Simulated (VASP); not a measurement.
# HfBi3O in VASP: notebook, part 2 of 2

VASP 6.6.1. Earlier steps stand in the parts before.

## 4. Single point, PBE

Contents of INCAR:

```
  PREC = Accurate
  ENCUT = 520
  EDIFF = 1E-7
  ISMEAR = 0
  SIGMA = 0.1
  LREAL = False
  LASPH = True
  NELM = 60
  ALGO = Normal
  ISIF = 2
  LWAVE = False
  LCHARG = False
  GGA = PE
  NBANDS = 38
```

Contents of KPOINTS:

```
regular mesh
0
Gamma
  4 4 4
```

Contents of POSCAR:

```
HfBi3O
1.0
    5.5675911594      0.0000000000      0.0000000000
    0.0000000000      5.5675911594      0.0000000000
    0.0000000000      0.0000000000      5.6511407679
Hf Bi O
1 3 1
Direct
    0.5000000000      0.5000000000      0.6087552257
    0.5000000000      0.5000000000      0.1087837104
    0.5000000000      0.0000000000      0.6088329370
    0.0000000000      0.5000000000      0.6088329370
    0.0000000000      0.0000000000     -0.3922047601
```

Potentials or basis: VASP PAW PBE potentials, release 64 (Hf_pv, Bi_d, O).

Started as:

```bash
cat potpaw_PBE.64/Hf_pv/POTCAR potpaw_PBE.64/Bi_d/POTCAR potpaw_PBE.64/O/POTCAR > POTCAR
mpirun -np 1 vasp_std > vasp.out
```

OUTCAR:

```text
PREC = Accurate
   ENCUT = 520
   EDIFF = 1E-7
   ISMEAR = 0
   LREAL = False
   LASPH = True
   NELM = 60
   ISIF = 2
   GGA = PE

 ion  position               nearest neighbor table
   1  0.500  0.500  0.609-   3 2.78   4 2.78   3 2.78   4 2.78   2 2.83   2 2.83
   2  0.500  0.500  0.109-   1 2.83   1 2.83
   3  0.500  0.000  0.609-   1 2.78   1 2.78   5 2.78   5 2.78
   4  0.000  0.500  0.609-   1 2.78   1 2.78   5 2.78   5 2.78
   5  0.000  0.000  0.608-   3 2.78   4 2.78   4 2.78   3 2.78

  LATTYP: Found a simple tetragonal cell.
 ALAT       =     5.5675911594
 C/A-ratio  =     1.0150064195

  Lattice vectors:

 A1 = (   5.5675911594,   0.0000000000,   0.0000000000)
 A2 = (   0.0000000000,   5.5675911594,   0.0000000000)
 A3 = (   0.0000000000,   0.0000000000,   5.6511407679)

Analysis of symmetry for initial positions (statically):
=====================================================================
 Subroutine PRICEL returns:
 Original cell was already a primitive cell.

 Routine SETGRP: Setting up the symmetry group for a
 simple tetragonal supercell.

[... 165 lines left out ...]

 E-fermi :   3.2019     XC(G=0):  -8.3765

 val. band max:        3.1227614288   @ k =   0.2500   0.0000   0.0000
 cond. band min:       3.2558405487   @ k =   0.2500   0.2500   0.0000
 fundamental gap:      0.1330791200
 Fermi energy:         3.2018770924

 k-point     1 :       0.0000    0.0000    0.0000
  band No.  band energies     occupation
      1     -27.6277      2.00000
      2     -27.6277      2.00000
      3     -27.5314      2.00000
      4     -19.6016      2.00000
      5     -19.5887      2.00000
      6     -19.5887      2.00000
[... 727 lines left out ...]
     37       7.2155      0.00000
     38       7.6728      0.00000

------------------------ aborting loop because EDIFF is reached ----------------------------------------

  FORCE on cell =-STRESS in cart. coord.  units (eV):
  Direction    XX          YY          ZZ          XY          YZ          ZX
  --------------------------------------------------------------------------------------
  -------------------------------------------------------------------------------------
  Total       -0.2355624     -0.2355624     -0.3749805      0.0000000      0.0000000      0.0000000
  in kB       -2.1544966     -2.1544966     -3.4296397      0.0000000      0.0000000      0.0000000
  external PRESSURE =      -2.5795443 kB  Pullay stress =       0.0000000 kB

 VOLUME and BASIS-vectors are now :
 -----------------------------------------------------------------------------
  energy-cutoff  :      520.00
  volume of cell :      175.17
      direct lattice vectors                 reciprocal lattice vectors
     5.567591159  0.000000000  0.000000000     0.179610889  0.000000000  0.000000000
     0.000000000  5.567591159  0.000000000     0.000000000  0.179610889  0.000000000
     0.000000000  0.000000000  5.651140768     0.000000000  0.000000000  0.176955422

 POSITION                                       TOTAL-FORCE (eV/Angst)
 -----------------------------------------------------------------------------------
      2.78380      2.78380      3.44016        -0.000000     -0.000000      0.003389
      2.78380      2.78380      0.61475        -0.000000     -0.000000     -0.000453
      2.78380      0.00000      3.44060        -0.000000     -0.000000     -0.007152
      0.00000      2.78380      3.44060        -0.000000      0.000000     -0.007152
      0.00000      0.00000      3.43474         0.000000     -0.000000      0.011368
 -----------------------------------------------------------------------------------
    total drift:                                0.000000      0.000000     -0.001442

  FREE ENERGIE OF THE ION-ELECTRON SYSTEM (eV)
  ---------------------------------------------------
  free  energy   TOTEN  =       -25.3383824694 eV

  energy  without entropy=      -25.3245721122  energy(sigma->0) =      -25.33147729
```

OSZICAR:

```text
N       E                     dE             d eps       ncg     rms          rms(c)
DAV:   1     0.666304659043E+03    0.66630E+03   -0.31445E+04  1384   0.171E+03
[... 15 lines left out ...]
DAV:  17    -0.253384106320E+02    0.18464E-03   -0.39985E-04  1488   0.125E-01    0.126E-01
DAV:  18    -0.253383986278E+02    0.12004E-04   -0.48464E-05  1844   0.342E-02    0.782E-02
DAV:  19    -0.253383831106E+02    0.15517E-04   -0.40108E-05  1726   0.235E-02    0.295E-02
DAV:  20    -0.253383824798E+02    0.63078E-06   -0.64921E-06  1372   0.125E-02    0.113E-02
DAV:  21    -0.253383825926E+02   -0.11274E-06   -0.14451E-06  1380   0.683E-03    0.412E-03
DAV:  22    -0.253383824859E+02    0.10667E-06   -0.35531E-07  1206   0.313E-03    0.189E-03
DAV:  23    -0.253383824694E+02    0.16533E-07   -0.15125E-07  1052   0.155E-03
   1 F= -.25338382E+02 E0= -.25331477E+02  d E =-.138104E-01
```

stdout:

```text
POSCAR found type information on POSCAR HfBiO
 POSCAR found :  3 types and       5 ions
 scaLAPACK will be used
 LDA part: xc-table for (Slater+PW92), standard interpolation
 POSCAR, INCAR and KPOINTS ok, starting setup
 FFT: planning ... GRIDC
 FFT: planning ... GRID_SOFT
 FFT: planning ... GRID
 WAVECAR not read
 entering main loop
```

Wall time 4.3 min (1 thread of Intel Xeon 8259CL, shared host); peak memory 0.33 GiB.

Results:

```yaml
Free_energy: -25.3384 eV
Pressure: -0.3 GPa
Largest_force: 0.011 eV/Å
Band_gap_on_the_k_mesh: zero (an odd number of electrons rules out a gap without spin polarisation)
```

Forces in eV/Å, atoms in the order of the input:
```
Hf   0.000  0.000  0.003
Bi   0.000  0.000  0.000
Bi   0.000  0.000 -0.007
Bi   0.000  0.000 -0.007
O    0.000  0.000  0.011
```

Levels at points of the mesh, in eV from the Fermi level:
| k point | band 26 | band 27 | band 28 | band 29 | band 30 | band 31 | band 32 | band 33 | band 34 | band 35 |
| --- | --- | --- | --- | --- | --- | --- | --- | --- | --- | --- |
| (0.00, 0.00, 0.00) | -1.30 | -1.30 | -0.82 | 0.45 | 0.84 | 0.85 | 0.85 | 1.31 | 1.31 | 2.04 |
| (0.50, 0.00, 0.00) | -1.91 | -1.87 | -1.21 | -0.81 | -0.51 | 0.71 | 0.85 | 0.88 | 1.25 | 1.27 |
| (0.50, 0.50, 0.00) | -1.43 | -1.43 | -1.26 | -1.26 | -1.12 | -1.05 | -0.52 | -0.52 | 2.48 | 3.21 |
| (0.00, 0.00, 0.50) | -1.90 | -1.36 | -1.36 | -0.52 | -0.52 | -0.10 | 0.13 | 0.86 | 3.24 | 3.24 |
| (0.50, 0.00, 0.50) | -2.26 | -1.31 | -1.13 | -1.12 | -0.89 | -0.56 | 0.60 | 0.73 | 2.35 | 2.97 |
| (0.50, 0.50, 0.50) | -2.24 | -2.10 | -1.88 | -1.22 | -1.22 | -1.13 | 2.34 | 2.34 | 2.51 | 2.96 |

Caveat: spin-orbit coupling is left out, which moves the levels of the heavy elements; an odd number of electrons without spin polarisation forces a metal; a magnetic or distorted state may lie lower.

## 5. Single point, PBE

This run uses another cell than the first one, of 34.96 Å³/atom.

Contents of INCAR:

```
SYSTEM = HfBi3O
PREC = Accurate ; ENCUT = 520
EDIFF = 1E-6 ; ISMEAR = 0
SIGMA = 0.1 ; LREAL = .False.
LASPH = .True. ; NELM = 100
ALGO = Normal ; ISIF = 2
LWAVE = .False. ; LCHARG = .True.
GGA = PE ; LELF = .True.
LVHAR = .True. ; NBANDS = 38
```

Contents of KPOINTS:

```
Automatic mesh
0
Gamma
  8 8 8
  0 0 0
```

Contents of POSCAR:

```
HfBi3O
1.0
    5.5618095648      0.0000000000      0.0000000000
    0.0000000000      5.5618095648      0.0000000000
    0.0000000000      0.0000000000      5.6510382970
Hf Bi O
1 3 1
Direct
    0.5000000000      0.5000000000      0.5000000000
    0.5000000000      0.5000000000      0.0000000000
    0.5000000000      0.0000000000      0.5000000000
    0.0000000000      0.5000000000      0.5000000000
    0.0000000000      0.0000000000      0.5000000000
```

Potentials or basis: VASP PAW PBE potentials, release 64 (Hf_pv, Bi_d, O).

Started as:

```bash
cat potpaw_PBE.64/Hf_pv/POTCAR potpaw_PBE.64/Bi_d/POTCAR potpaw_PBE.64/O/POTCAR > POTCAR
mpirun -np 1 vasp_std > vasp.out
```

OUTCAR:

```text
SYSTEM = HfBi3O
   PREC = Accurate
   ENCUT = 520
   EDIFF = 1E-6
   ISMEAR = 0
   LREAL = .False.
   LASPH = .True.
   NELM = 100
   ISIF = 2
   GGA = PE

 ion  position               nearest neighbor table
   1  0.500  0.500  0.500-   3 2.78   4 2.78   3 2.78   4 2.78   2 2.83   2 2.83
   2  0.500  0.500  0.000-   1 2.83   1 2.83
   3  0.500  0.000  0.500-   1 2.78   5 2.78   1 2.78   5 2.78
   4  0.000  0.500  0.500-   1 2.78   5 2.78   5 2.78   1 2.78
[... 1190 lines left out ...]
  --------------------------------------------------------------------------------------
  -------------------------------------------------------------------------------------
  Total       -0.1530128     -0.1530128     -0.1554992      0.0000000     -0.0000000      0.0000000
  in kB       -1.4024195     -1.4024195     -1.4252076      0.0000000     -0.0000000      0.0000000
  external PRESSURE =      -1.4100155 kB  Pullay stress =       0.0000000 kB

 VOLUME and BASIS-vectors are now :
 -----------------------------------------------------------------------------
  energy-cutoff  :      520.00
  volume of cell :      174.81
      direct lattice vectors                 reciprocal lattice vectors
     5.561809565  0.000000000  0.000000000     0.179797598  0.000000000  0.000000000
     0.000000000  5.561809565  0.000000000     0.000000000  0.179797598  0.000000000
     0.000000000  0.000000000  5.651038297     0.000000000  0.000000000  0.176958631

 POSITION                                       TOTAL-FORCE (eV/Angst)
 -----------------------------------------------------------------------------------
      2.78090      2.78090      2.82552         0.000000      0.000000      0.000000
      2.78090      2.78090      0.00000         0.000000      0.000000      0.000000
      2.78090      0.00000      2.82552         0.000000      0.000000      0.000000
      0.00000      2.78090      2.82552         0.000000      0.000000      0.000000
      0.00000      0.00000      2.82552         0.000000      0.000000      0.000000
 -----------------------------------------------------------------------------------
    total drift:                                0.000000     -0.000000      0.000000

  FREE ENERGIE OF THE ION-ELECTRON SYSTEM (eV)
  ---------------------------------------------------
  free  energy   TOTEN  =       -25.3367947945 eV

  energy  without entropy=      -25.3224363642  energy(sigma->0) =      -25.32961558
```

OSZICAR:

```text
N       E                     dE             d eps       ncg     rms          rms(c)
DAV:   1     0.667116041961E+03    0.66712E+03   -0.31419E+04  5804   0.172E+03
DAV:   2     0.577785549769E+02   -0.60934E+03   -0.59417E+03  5872   0.481E+02
DAV:   3    -0.241540501349E+02   -0.81933E+02   -0.78866E+02  7064   0.185E+02
[... 13 lines left out ...]
DAV:  17    -0.253371630128E+02   -0.20026E-03   -0.61694E-04  6502   0.155E-01    0.175E-01
DAV:  18    -0.253367973031E+02    0.36571E-03   -0.10693E-03  7744   0.109E-01    0.593E-02
DAV:  19    -0.253368014949E+02   -0.41918E-05   -0.22422E-04  7752   0.583E-02    0.265E-02
DAV:  20    -0.253367946551E+02    0.68398E-05   -0.36050E-05  5736   0.242E-02    0.142E-02
DAV:  21    -0.253367947945E+02   -0.13944E-06   -0.23286E-06  4888   0.793E-03
   1 F= -.25336795E+02 E0= -.25329616E+02  d E =-.143584E-01
```

It took 20 min on 1 thread of Intel Xeon 8259CL, shared host; peak memory 0.57 GiB.

What came out:

* Free energy: -25.3368 eV
* Pressure: -0.1 GPa
* Band gap on the k mesh: zero (an odd number of electrons rules out a gap without spin polarisation)

Caveat: spin-orbit coupling is left out, which moves the levels of the heavy elements; an odd number of electrons without spin polarisation forces a metal; a magnetic or distorted state may lie lower.
